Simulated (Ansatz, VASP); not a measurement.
**As: VASP beside Ansatz**

File INCAR:

```
ALGO = Normal
EDIFF = 1E-6
EDIFFG = -0.005
ENCUT = 600
GGA = PE
IBRION = 2
ISIF = 3
ISMEAR = -1
LASPH = True
LCHARG = False
LREAL = False
LWAVE = False
NELM = 100
NSW = 45
PREC = Accurate
SIGMA = 0.05
```

KPOINTS

```
k-points
0
Gamma
  16 16 9
```

Contents of POSCAR:

```
As
1.0
    3.0532622701      0.0000000000      0.0000000000
   -1.5266311350      2.6442026903      0.0000000000
    0.0000000000      0.0000000000      4.7628345845
As
2
Direct
    0.3333333333      0.6666666667      0.2500000000
    0.6666666667      0.3333333333      0.7500000000
```

Input for Ansatz:

```yaml
crystal:
  lattice:
    - [3.0532622701, 0.0, 0.0]
    - [-1.526631135, 2.6442026903, 0.0]
    - [0.0, 0.0, 4.7628345845]
  atoms:
    - { symbol: As, position: [0.3333333333, 0.6666666667, 0.25] }
    - { symbol: As, position: [0.6666666667, 0.3333333333, 0.75] }
kpoints:
  mp_grid: { grid: [16, 16, 9] }
scf:
  occupations: { method: fermi_dirac, width: 0.05 }
hamiltonian:
  xc: pbe
  pseudopotentials: { kind: all_electron, lapw: { basis_error: 0.0005 } }
output:
  forces: true
  stress: true
  eigenvalues: true
  populations: true
relax:
  f_tol: 0.005
  max_steps: 25
  cell: {}
```

Alike in both runs: task relaxation of cell and atoms; functional PBE; k mesh 16 × 16 × 9; occupations fermi-dirac, width 0.05 eV; no spin polarisation.

|  | VASP | Ansatz |
| --- | --- | --- |
| version | VASP 6.6.1 | Ansatz 0.2.0 |
| potentials or method | VASP PAW PBE potentials, release 64 (As), cutoff 600 eV | all-electron LAPW, scalar-relativistic |

```tsv
	VASP	Ansatz	Ansatz less VASP
relaxed volume (Å³/atom)	19.24	19.23	-0.017
relaxed cell length with the largest relative difference (Å)	4.765	4.763	-0.0018
```

Ansatz ran all-electron here, and VASP with PAW potentials.
